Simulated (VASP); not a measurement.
# YAl7N8 (Cm) in VASP: a series of runs

YAl7N8 is run at these levels: PBEsol; tasks: single point.

Program: VASP 6.6.1. These are calculated values, not measurements. Logs are shortened: lines on timing, memory, paths and dates and some standing lists are left out, and cuts for length are marked.

**1. The cell of the first run**

The structure is monoclinic, space group Cm (No. 8). The conventional cell has a = 10.170 Å, b = 6.384 Å, c = 7.506 Å, α = 90.00°, β = 132.16°, γ = 90.00°. Y (site symmetry m) has 4 N at 2.13 to 2.18 Å within 2.8 Å. Within 2.5 Å of Al (site symmetry 1) lie 4 N at 1.86 to 1.95 Å. Al (site symmetry m) has 4 N at 1.87 to 2.00 Å within 2.5 Å. Within 2.5 Å of Al (site symmetry 1) lie 4 N at 1.88 to 1.97 Å. Within 2.5 Å of Al (site symmetry m) lie 4 N at 1.88 to 1.96 Å. Within 2.5 Å of Al (site symmetry m) lie 4 N at 1.90 to 1.94 Å. N (site symmetry m) has 3 Al at 1.90 Å and 1 Y at 2.18 Å within 2.5 Å. N (site symmetry m) has 4 Al at 1.96 to 2.00 Å within 2.6 Å.

**2. Single point, PBEsol**

The input, INCAR:

```
SYSTEM = YAl7N8
ALGO     = Normal         ! electronic algorithm
EDIFF    = 1E-6           ! SCF threshold, eV
ENCUT    = 520            ! plane-wave cutoff, eV
GGA      = PS             ! functional
ISIF     = 2              ! what is computed and relaxed
ISMEAR   = 0              ! smearing method
LASPH    = .True.         ! aspherical terms in the spheres
LCHARG   = .False.        ! write CHGCAR
LREAL    = Auto         
LWAVE    = .False.        ! write WAVECAR
NBANDS   = 50             ! bands
NELM     = 80             ! most SCF steps
PREC     = Accurate       ! precision mode
SIGMA    = 0.02           ! smearing width, eV
```

The input, KPOINTS:

```
k-points
0
Gamma
  6 6 6
  0 0 0
```

The input, POSCAR:

```
YAl7N8
1.0
    3.1921404571     -0.0214751083      5.0848961774
    3.1921404571      0.0214751083     -5.0848961774
   -3.1921404571      5.5642344291     -0.0233967361
Y Al N
1 7 8
Direct
    0.1706711699      0.1724701823      0.3431413522
    0.1718244595      0.1748031518      0.8360616751
    0.6609205212      0.6661324679      0.3270529891
    0.6612585233      0.6642372156      0.8360616751
    0.0840765957      0.5799173986      0.1593746861
    0.5794572875      0.0752980904      0.1593746861
    0.0786313669      0.5943951352      0.6730265021
    0.5919774826      0.0769716632      0.6689491458
    0.3817143255      0.9539996741      0.3357139996
    0.8596487666      0.4714108822      0.3310596488
    0.3580271942      0.9824920429      0.8307713785
    0.8482793356      0.4727441842      0.8307713785
    0.2810078136      0.4075612133      0.1486244940
    0.2782362019      0.4250295489      0.7032657508
    0.7410632807      0.8676166804      0.1486244940
    0.7812056751      0.8869204691      0.6681261443
```

Potentials or basis: VASP PAW PBE potentials, release 64 (Y_sv, Al, N).

Launch:

```
> cat potpaw_PBE.64/Y_sv/POTCAR potpaw_PBE.64/Al/POTCAR potpaw_PBE.64/N/POTCAR > POTCAR
> mpirun -np 1 vasp_std > vasp.out
```

OUTCAR:

```text
SYSTEM = YAl7N8
   EDIFF = 1E-6
   ENCUT = 520
   GGA = PS
   ISIF = 2
   ISMEAR = 0
   LASPH = .True.
   LREAL = Auto
   NELM = 80
   PREC = Accurate

 ion  position               nearest neighbor table
   1  0.171  0.172  0.343-  13 2.13  15 2.13  14 2.14   9 2.18   6 3.15   5 3.15   2 3.16   4 3.16
                             8 3.18   3 3.19   3 3.19   5 3.20   6 3.20   7 3.21   2 3.26   4 3.26
   2  0.172  0.175  0.836-  13 1.86  14 1.87  11 1.93  16 1.95   8 3.08   5 3.10   7 3.11   4 3.12
                             6 3.13   3 3.15   1 3.16   7 3.17   8 3.21   1 3.26   4 3.26   3 3.27
   3  0.661  0.666  0.327-  15 1.87  13 1.87  16 1.97  10 2.00   6 3.09   5 3.09   8 3.11   7 3.13
                             2 3.15   4 3.15   1 3.19   1 3.19   5 3.20   6 3.20   4 3.27   2 3.27
   4  0.661  0.664  0.836-  15 1.86  14 1.87  12 1.93  16 1.95   8 3.08   6 3.10   7 3.11   2 3.12
                             5 3.13   3 3.15   1 3.16   7 3.17   8 3.21   1 3.26   2 3.26   3 3.27
   5  0.084  0.580  0.159-  13 1.88   9 1.90  12 1.94  10 1.97   3 3.09   2 3.10   4 3.13   7 3.14
                             1 3.15   6 3.16   8 3.17   1 3.20   3 3.20   6 3.22   8 3.25   7 3.28
   6  0.579  0.075  0.159-  15 1.88   9 1.90  11 1.94  10 1.97   3 3.09   4 3.10   2 3.13   7 3.14
                             1 3.15   5 3.16   8 3.17   1 3.20   3 3.20   5 3.22   8 3.25   7 3.28
   7  0.079  0.594  0.673-  14 1.88  11 1.93  12 1.93  10 1.96   2 3.11   4 3.11   3 3.13   6 3.14
                             5 3.14   4 3.17   2 3.17   8 3.20   8 3.20   1 3.21   5 3.28   6 3.28
   8  0.592  0.077  0.669-   9 1.90  16 1.93  12 1.94  11 1.94   4 3.08   2 3.08   3 3.11   5 3.17
                             6 3.17   1 3.18   7 3.20   7 3.20   4 3.21   2 3.21   6 3.25   5 3.25
   9  0.382  0.954  0.336-   5 1.90   6 1.90   8 1.90   1 2.18
  10  0.860  0.471  0.331-   7 1.96   5 1.97   6 1.97   3 2.00
  11  0.358  0.982  0.831-   2 1.93   7 1.93   6 1.94   8 1.94
  12  0.848  0.473  0.831-   4 1.93   7 1.93   5 1.94   8 1.94
  13  0.281  0.408  0.149-   2 1.86   3 1.87   5 1.88   1 2.13
  14  0.278  0.425  0.703-   2 1.87   4 1.87   7 1.88   1 2.14
  15  0.741  0.868  0.149-   4 1.86   3 1.87   6 1.88   1 2.13
  16  0.781  0.887  0.668-   8 1.93   4 1.95   2 1.95   3 1.97

  LATTYP: Found a base centered monoclinic cell.
 ALAT       =    10.1698830505
 B/A-ratio  =     0.6277634544
 C/A-ratio  =     0.7380676204
 COS(beta)  =    -0.6711969762

  Lattice vectors:

 A1 = (   3.1921404571,   0.0214751083,  -5.0848961774)
 A2 = (  -3.1921404571,   0.0214751083,  -5.0848961774)
 A3 = (   0.0000000000,   5.5427593208,   5.0614994413)

Analysis of symmetry for initial positions (statically):
=====================================================================
 Subroutine PRICEL returns:
 Original cell was already a primitive cell.

 Routine SETGRP: Setting up the symmetry group for a
 base centered monoclinic supercell.

 Subroutine GETGRP returns: Found  2 space group operations
 (whereof  2 operations were pure point group operations)
 out of a pool of  4 trial point group operations.

The static configuration has the point symmetry C_1h.

Analysis of symmetry for dynamics (positions and initial velocities):
=====================================================================
 Subroutine PRICEL returns:
 Original cell was already a primitive cell.

 Routine SETGRP: Setting up the symmetry group for a
 base centered monoclinic supercell.

 Subroutine GETGRP returns: Found  2 space group operations
 (whereof  2 operations were pure point group operations)
 out of a pool of  4 trial point group operations.

The dynamic configuration has the point symmetry C_1h.

 Subroutine INISYM returns: Found  2 space group operations
 (whereof  2 operations are pure point group operations),
 and found     1 'primitive' translations

----------------------------------------------------------------------------------------

                                     Primitive cell

  volume of cell :     180.6308

  direct lattice vectors                    reciprocal lattice vectors
     3.192140457 -0.021475108  5.084896177     0.156634712  0.090274689  0.098711683
     3.192140457  0.021475108 -5.084896177     0.156634712  0.089447746 -0.097952659
    -3.192140457  5.564234429 -0.023396736     0.000000000  0.179722435  0.000759024

  length of vectors
     6.003864673  6.003864673  6.414905524     0.205980457  0.205256073  0.179724037

  position of ions in fractional coordinates (direct lattice)
     0.170671170  0.172470182  0.343141352
[... 44 lines left out ...]

  Cartesian coordinates                     Fractional coordinates (reciprocal lattice)
     0.026105785  0.015045781  0.016451947     0.166666667 -0.000000000 -0.000000000
     0.026105785  0.014907958 -0.016325443     0.000000000  0.166666667  0.000000000
     0.000000000  0.029953739  0.000126504    -0.000000000  0.000000000  0.166666667

  Length of vectors
     0.034330076  0.034209345  0.029954006

  Shift w.r.t. Gamma in fractional coordinates (k-lattice)
     0.000000000  0.000000000  0.000000000

 Subroutine IBZKPT returns following result:
 ===========================================

 Found     68 irreducible k-points:

 Following reciprocal coordinates:
            Coordinates               Weight
  0.000000  0.000000  0.000000      1.000000
  0.166667 -0.000000  0.000000      4.000000
  0.333333 -0.000000  0.000000      4.000000
  0.500000 -0.000000  0.000000      2.000000
  0.000000  0.166667  0.000000      4.000000
  0.166667  0.166667  0.000000      4.000000
[... 16 lines left out ...]
  0.333333 -0.000000  0.166667      4.000000
  0.500000  0.000000  0.166667      4.000000
 [... further k-points ...]
   k-points           NKPTS =     68   k-points in BZ     NKDIM =     68   number of bands    NBANDS=     50
   number of dos      NEDOS =    301   number of ions     NIONS =     16
   total plane-waves  NPLWV = 110592
   dimension x,y,z NGX =    48 NGY =   48 NGZ =   48
   dimension x,y,z NGXF=    96 NGYF=   96 NGZF=   96
   ions per type =               1   7   8
   NGX,Y,Z   is equivalent  to a cutoff of  13.29, 13.29, 12.44 a.u.
   NGXF,Y,Z  is equivalent  to a cutoff of  26.58, 26.58, 24.88 a.u.
 SYSTEM =  YAl7N8
   PREC   = accura    normal or accurate (medium, high low for compatibility)
   ISTART =      0    job   : 0-new  1-cont  2-samecut
   ICHARG =      2    charge: 1-file 2-atom 10-const
   ISPIN  =      1    spin polarized calculation?
   LNONCOLLINEAR =      F non collinear calculations
   LSORBIT =      F    spin-orbit coupling
   LASPH  =      T    aspherical Exc in radial PAW
   ENCUT  =  520.0 eV  38.22 Ry    6.18 a.u.  11.16 11.16 11.93*2*pi/ulx,y,z
   NELM   =     80;   NELMIN=  2; NELMDL= -5     # of ELM steps
   EDIFF  = 0.1E-05   stopping-criterion for ELM
   LREAL  =      T    real-space projection
   EDIFFG = 0.1E-04   stopping-criterion for IOM
   NSW    =      0    number of steps for IOM
   IBRION =     -1    ionic relax: 0-MD 1-quasi-New 2-CG
   NFREE  =      0    steps in history (QN), initial steepest desc. (CG)
   ISIF   =      2    stress and relaxation
   ISYM   =      2    0-nonsym 1-usesym 2-fastsym
   POTIM  = 0.5000    time-step for ionic-motion
   TEBEG  =    0.0;   TEEND  =   0.0 temperature during run
   PSTRESS=    0.0 pullay stress
   NELECT =      72.0000    total number of electrons
   NUPDOWN=      -1.0000    fix difference up-down
   EMIN   =  10.00;   EMAX   =-10.00  energy-range for DOS
   EFERMI =   0.00;   METHOD = LEGACY
   ISMEAR =     0;   SIGMA  =   0.02  broadening in eV -4-tet -1-fermi 0-gaus
   EFERMI_NEDOS =   21; number of points for ismear=-14 and -15
   IALGO  =     38    algorithm
   IMIX   =      4    mixing-type and parameters
     AMIX     =   0.40;   BMIX     =  1.00
     AMIX_MAG =   1.60;   BMIX_MAG =  1.00
  volume/ion in A,a.u.               =      11.29        76.18
  Fermi-wavevector in a.u.,A,eV,Ry     =   1.204819  2.276777 19.750058  1.451588
  Thomas-Fermi vector in A             =   2.340533
   LORBIT       =      0    0 simple, 1 ext, 2 COOP (PROOUT), +10 PAW based schemes
   GGA     = PS    functional components
   LHFCALC =     F    Hartree Fock is set to
   AEXX    =    0.0000 exact exchange contribution
   IVDW    =     0    specifies the selected vdW correction
   LEPSILON=     F    determine dielectric tensor
   LRPA    =     F    only Hartree local field effects (RPA)
 non-spin polarized calculation
 Gauss-broadening in eV      SIGMA  =   0.02
  energy-cutoff  :      520.00
  volume of cell :      180.63
 maximum number of plane-waves:      4892
 NGX is ok and might be reduce to    48
   NGX = 23   NGY = 23   NGZ = 23

 number of electron      72.0000002 magnetization

 Free energy of the ion-electron system (eV)
  ---------------------------------------------------
  ext. energy  EPLUGINS =         0.00000000
  ---------------------------------------------------
  free energy    TOTEN  =      -126.49494602 eV

  energy without entropy =     -126.49494602  energy(sigma->0) =     -126.49494602

 E-fermi :   5.8122     XC(G=0): -10.9911

 val. band max:        5.5932669993   @ k =   0.0000   0.5000   0.0000
 cond. band min:       8.7294810209   @ k =   0.0000   0.0000   0.0000
 fundamental gap:      3.1362140216
 Fermi energy:         5.8121542464

 k-point     1 :       0.0000    0.0000    0.0000
  band No.  band energies     occupation
      1     -33.7577      2.00000
      2     -14.3704      2.00000
      3     -14.3506      2.00000
      4     -14.2794      2.00000
      5      -9.3430      2.00000
      6      -7.5344      2.00000
[... 1213 lines left out ...]
     47      13.1442      0.00000
     48      13.2885      0.00000

 [... further k-points ...]

 [bands above 48 left out]

------------------------ aborting loop because EDIFF is reached ----------------------------------------

  FORCE on cell =-STRESS in cart. coord.  units (eV):
  Direction    XX          YY          ZZ          XY          YZ          ZX
  --------------------------------------------------------------------------------------
  -------------------------------------------------------------------------------------
  Total       -0.0574495     -0.0515371     -0.0274074      0.0000000      0.0001142     -0.0000000
  in kB       -0.5095713     -0.4571289     -0.2431009      0.0000000      0.0010128     -0.0000000
  external PRESSURE =      -0.4032671 kB  Pullay stress =       0.0000000 kB

 VOLUME and BASIS-vectors are now :
 -----------------------------------------------------------------------------
  energy-cutoff  :      520.00
  volume of cell :      180.63
      direct lattice vectors                 reciprocal lattice vectors
     3.192140457 -0.021475108  5.084896177     0.156634712  0.090274689  0.098711683
     3.192140457  0.021475108 -5.084896177     0.156634712  0.089447746 -0.097952659
    -3.192140457  5.564234429 -0.023396736     0.000000000  0.179722435  0.000759024

 POSITION                                       TOTAL-FORCE (eV/Angst)
 -----------------------------------------------------------------------------------
     -0.00000      1.90936     -0.01718         0.000000     -0.001602      0.005315
     -1.56234      4.65211     -0.03471        -0.006047     -0.005972      0.003442
      3.19214      1.81991     -0.03415         0.000000      0.007510      0.005464
      1.56234      4.65211     -0.03471         0.006047     -0.005972      0.003442
      1.61082      0.89745     -2.52503        -0.006757      0.003171     -0.004652
      1.58132      0.87597      2.55987         0.006757      0.003171     -0.004652
[... 8 lines left out ...]
      4.66070      0.82970     -0.64699         0.012690      0.008098      0.004960
      3.19214      3.71988     -0.55318        -0.000000      0.000309      0.005096
 -----------------------------------------------------------------------------------
    total drift:                                0.000000     -0.002460      0.008015

  FREE ENERGIE OF THE ION-ELECTRON SYSTEM (eV)
  ---------------------------------------------------
  free  energy   TOTEN  =      -126.4949460223 eV

  energy  without entropy=     -126.4949460223  energy(sigma->0) =     -126.49494602
```

Wall time 21 min (1 thread of Intel Xeon Platinum 8259CL at 2.50GHz (Skylake/Cascade Lake), shared host); peak memory 0.57 GiB.

Results:

- Free energy: -126.4949 eV
- Pressure: 0.0 GPa
- Largest force: 0.017 eV/Å
- Band gap on the k mesh: 3.14 eV (least direct gap 3.31 eV)

Forces in eV/Å, atoms in the order of the input:
```
Y    0.000 -0.002  0.005
Al  -0.006 -0.006  0.003
Al   0.000  0.008  0.005
Al   0.006 -0.006  0.003
Al  -0.007  0.003 -0.005
Al   0.007  0.003 -0.005
Al   0.000 -0.006 -0.003
Al   0.000  0.001 -0.003
N    0.000  0.001 -0.017
N    0.000  0.000 -0.006
N    0.001  0.000 -0.001
N   -0.001  0.000 -0.001
N   -0.013  0.008  0.005
N    0.000 -0.013  0.007
N    0.013  0.008  0.005
N    0.000  0.000  0.005
```

Levels at points of the mesh, in eV from the valence-band top:
```
           k point  band 34  band 35  band 36  band 37  band 38  band 39
(0.00, 0.00, 0.00)    -0.64    -0.41    -0.18     3.14     4.32     4.33
(0.50, 0.00, 0.00)    -0.69    -0.37    -0.06     4.57     4.88     5.07
(0.00, 0.50, 0.00)    -0.65    -0.32     0.00     4.59     4.72     4.96
(0.50, 0.50, 0.00)    -0.83    -0.44    -0.15     4.29     4.38     4.39
(0.00, 0.00, 0.50)    -0.35    -0.27    -0.21     4.76     4.92     4.97
(0.50, 0.50, 0.50)    -0.46    -0.21    -0.17     4.58     4.60     4.78
```

Caveat: the PAW data sets were made with another functional, which shifts forces and pressure a little.

**3. Single point, PBEsol (atoms moved along the polar distortion)**

The input, INCAR:

```
SYSTEM = YAl7N8
PREC = Accurate
ENCUT = 520
EDIFF = 1E-6
ISMEAR = 0
SIGMA = 0.01
LREAL = Auto
LASPH = .TRUE.
NELM = 100
ALGO = Normal
ISIF = 2
LWAVE = .FALSE.
LCHARG = .FALSE.
GGA = PS
NBANDS = 50
```

The input, KPOINTS:

```
Automatic mesh
0
G
  6 6 6
  0 0 0
```

POSCAR is that of step 2.

Potentials or basis: VASP PAW PBE potentials, release 64 (Y_sv, Al, N).

Launch:

```
> cat potpaw_PBE.64/Y_sv/POTCAR potpaw_PBE.64/Al/POTCAR potpaw_PBE.64/N/POTCAR > POTCAR
> mpirun -np 1 vasp_std > vasp.out
```

Run time: 18 min. Hardware: 1 thread of Intel Xeon Platinum 8259CL at 2.50GHz (Skylake/Cascade Lake), shared host; peak memory 0.57 GiB.

The run converged. Its results:

| Property | Result |
| --- | --- |
| Free energy | -126.4949 eV |
| Pressure | 0.0 GPa |
| Largest force | 0.017 eV/Å |
| Band gap on the k mesh | 3.14 eV (least direct gap 3.31 eV) |

Forces on the atoms (eV/Å):
```
Y    0.000 -0.002  0.005
Al  -0.006 -0.006  0.003
Al   0.000  0.008  0.005
Al   0.006 -0.006  0.003
Al  -0.007  0.003 -0.005
Al   0.007  0.003 -0.005
Al   0.000 -0.006 -0.003
Al   0.000  0.001 -0.003
N    0.000  0.001 -0.017
N    0.000  0.000 -0.006
N    0.001  0.000 -0.001
N   -0.001  0.000 -0.001
N   -0.013  0.008  0.005
N    0.000 -0.013  0.007
N    0.013  0.008  0.005
N    0.000  0.000  0.005
```

Levels at points of the mesh, in eV from the valence-band top:
```tsv
k point	band 33	band 34	band 35	band 36	band 37	band 38	band 39	band 40
(0.00, 0.00, 0.00)	-0.68	-0.64	-0.41	-0.18	3.14	4.32	4.33	4.42
(0.50, 0.00, 0.00)	-1.03	-0.69	-0.37	-0.06	4.57	4.88	5.07	5.34
(0.00, 0.50, 0.00)	-1.06	-0.65	-0.32	0.00	4.59	4.72	4.96	5.17
(0.50, 0.50, 0.00)	-0.99	-0.83	-0.44	-0.15	4.29	4.38	4.39	4.66
(0.00, 0.00, 0.50)	-0.70	-0.35	-0.27	-0.21	4.76	4.92	4.97	5.21
(0.50, 0.50, 0.50)	-1.38	-0.46	-0.21	-0.17	4.58	4.60	4.78	5.34
```

Caveat: the cell differs from its parent crystal (atoms moved along the polar distortion); the PAW data sets were made with another functional, which shifts forces and pressure a little.
